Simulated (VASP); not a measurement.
I:

```
CELL_PARAMETERS angstrom
0.00000 2.27321 3.90391
2.26625 0.00000 3.90391
2.26625 2.27321 0.00000
ATOMIC_POSITIONS crystal
I 0.00000 0.00000 0.00000
```

```yaml
Program: VASP 6.6.1
Task: relaxation of shape and atoms at fixed volume
Functional: PBEsol
Potentials_or_basis: VASP PAW PBE potentials, release 64 (I)
Cutoff: 600 eV
k_mesh: 14 × 14 × 14
Occupations: gaussian, width 0.1 eV
Spin: no spin polarisation
```

At the start: pressure -1.0 GPa; volume 40.22 Å³/atom.

How do energy, volume and symmetry change on relaxing?

Over 3 steps the energy falls by 2.3 meV/atom; space group I4/mmm (No. 139, to 0.1 Å) before and after.

The path:
```csv
step,energy change (eV),largest force (eV/Å),pressure (GPa),volume (Å³)
1,0.0000,0.0000,-1.04,40.22
2,-0.0018,0.0000,-0.70,40.22
3,-0.0023,0.0000,-0.42,40.22
```

Final structure:
```cif
data_structure
_symmetry_space_group_name_H-M 'P 1'
_symmetry_Int_Tables_number 1
_cell_length_a 4.5626
_cell_length_b 4.5595
_cell_length_c 3.1845
_cell_angle_alpha 69.620
_cell_angle_beta 69.515
_cell_angle_gamma 40.864
_cell_volume 40.22
loop_
_atom_site_label
_atom_site_type_symbol
_atom_site_fract_x
_atom_site_fract_y
_atom_site_fract_z
_atom_site_occupancy
I1 I 0.00000 0.00000 0.00000 1
```

Caveat: the PAW data sets were made with another functional, which shifts forces and pressure a little; an odd number of electrons without spin polarisation forces a metal; a magnetic or distorted state may lie lower.
